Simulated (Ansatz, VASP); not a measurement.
# ZnSn4N: VASP beside Ansatz

```xyz
6
Lattice="3.4815 0.0000 0.0000 -1.7408 3.0151 0.0000 0.0000 0.0000 12.6681" Properties=species:S:1:pos:R:3 pbc="T T T"
Zn    1.7408    1.0050    0.0000
Sn    0.0000    2.0101    7.8478
Sn    0.0000    0.0000   10.6465
Sn    0.0000    0.0000    2.0216
Sn    0.0000    2.0101    4.8202
N     1.7408    1.0050    6.3340
```

Change from the starting cell: species swapped into the TaWSe4 type (P-6m2, No. 187).

Alike in both runs: functional PBE; k mesh 6 × 6 × 2; occupations gaussian, width 0.1 eV; no spin polarisation.

Ansatz relaxed the structure, and its values are those at the end. VASP's run is a single point on that final structure, the one shown.

|  | VASP | Ansatz |
| --- | --- | --- |
| version | VASP 6.6.1 | Ansatz 0.2.0 |
| potentials or method | VASP PAW PBE potentials, release 64 (Zn, Sn_d, N), cutoff 520 eV | scalar-relativistic, plane waves, PAW |
| valence electrons in the cell | 73 | 73 |

|  | VASP | Ansatz | Ansatz less VASP |
| --- | --- | --- | --- |
| gap on the k mesh at the Fermi level (eV) | none | none | - |
| pressure (GPa) | 0.0 | 0.0 | 0.00 |
| rms of the force components (eV/Å) | 0.015 | 0.009 | -0.0065 |

A gap of «none» marks a metal or a gap that the smearing closes.
